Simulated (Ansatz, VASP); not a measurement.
**SnTe: VASP beside Ansatz**

File POSCAR:

```
SnTe
1.0
    0.0000000000      3.1717171644      3.1717171644
    3.1717171644      0.0000000000      3.1717171644
    3.1717171644      3.1717171644      0.0000000000
Te Sn
1 1
Direct
    0.5000000000      0.5000000000      0.5000000000
    0.0000000000      0.0000000000      0.0000000000
```

Contents of INCAR.step1:

```
SYSTEM = SnTe
PREC = Accurate
ENCUT = 520
EDIFF = 1E-5
ISMEAR = -1
SIGMA = 0.05
LREAL = .FALSE.
LASPH = .TRUE.
NELM = 60
ALGO = Normal
ISIF = 2
LWAVE = .TRUE.
LCHARG = .FALSE.
NBANDS = 17
GGA = PE
```

INCAR.step2

```
SYSTEM = SnTe
PREC = Accurate
ENCUT = 520
EDIFF = 1E-6
ISMEAR = -1
SIGMA = 0.05
LREAL = .FALSE.
LASPH = .TRUE.
NELM = 60
ALGO = Normal
ISIF = 2
LWAVE = .FALSE.
LCHARG = .FALSE.
GGA = PE
LHFCALC = .TRUE.
HFSCREEN = 0.2079
PRECFOCK = Normal
NBANDS = 17
ISTART = 1
```

File KPOINTS:

```
Automatic mesh
0
G
  4 4 4
  0 0 0
```

File input.yaml:

```yaml
crystal:
  lattice:
    - [0.0, 3.1717171644, 3.1717171644]
    - [3.1717171644, 0.0, 3.1717171644]
    - [3.1717171644, 3.1717171644, 0.0]
  atoms:
    - { symbol: Te, position: [0.5, 0.5, 0.5] }
    - { symbol: Sn, position: [0.0, 0.0, 0.0] }
hamiltonian:
  xc: hse06
  pseudopotentials: { kind: paw }
kpoints:
  mp_grid: { grid: [4, 4, 4] }
scf:
  occupations: { method: fermi_dirac, width: 0.05 }
output:
  forces: true
  stress: true
  eigenvalues: true
  write_density: true
  write_potential: true
  elf: true
  volumetric_format: npy
```

Alike in both runs: task single point; functional HSE06; k mesh 4 × 4 × 4; occupations fermi-dirac, width 0.05 eV; no spin polarisation.

```csv
,VASP,Ansatz
version,VASP 6.6.1,Ansatz 0.2.0
potentials or method,"VASP PAW PBE potentials, release 64 (Te, Sn_d)",Ansatz PAW
plane-wave cutoff (eV),520,420
valence electrons in the cell,20,30
```

|  | VASP | Ansatz | Ansatz less VASP |
| --- | --- | --- | --- |
| pressure (GPa) | 0.0 | 0.3 | +0.33 |

VASP's potentials hold 20 valence electrons a cell and Ansatz's 30, so a difference there can come from the potentials and not from the codes.

The k mesh is coarse, so the values compare programs but aren't converged. Neither program's run includes spin-orbit coupling.
